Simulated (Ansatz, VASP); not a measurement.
**InSb3 in VASP and in Ansatz**

```xyz
4
Lattice="0.0000 3.7946 3.7946 3.7946 0.0000 3.7946 3.7946 3.7946 0.0000" Properties=species:S:1:pos:R:3 pbc="T T T"
In    0.0000    0.0000    0.0000
Sb    1.8973    1.8973    1.8973
Sb    5.6918    5.6918    5.6918
Sb    3.7946    3.7946    3.7946
```

Alike in both runs: task relaxation of cell and atoms; functional PBE; k mesh 10 × 10 × 10; occupations gaussian, width 0.1 eV; no spin polarisation.

```csv
,VASP,Ansatz
version,VASP 6.6.1,Ansatz 0.2.0
potentials or method,"VASP PAW PBE potentials, release 64 (In_d, Sb), cutoff 600 eV","scalar-relativistic, plane waves, PAW"
valence electrons in the cell,28,58
```

Ansatz gave:

| Item | Value |
| --- | --- |
| gap on the k mesh at the Fermi level, each at its own relaxed structure (eV) | none |
| relaxed volume (Å³/atom) | 27.22 |
| relaxed cell length with the largest relative difference (Å) | 5.360 |

Problem. Which values does VASP return?

Solution. gap on the k mesh at the Fermi level, each at its own relaxed structure (eV): none; relaxed volume (Å³/atom): 27.20; relaxed cell length with the largest relative difference (Å): 5.359.

A gap of «none» marks a metal or a gap that the smearing closes. VASP's potentials hold 28 valence electrons a cell and Ansatz's 58, so a difference there can come from the potentials and not from the codes.

Neither program's run includes spin-orbit coupling. Noted on VASP's run: too few bands were computed for a metal, which touches its energy and stress.
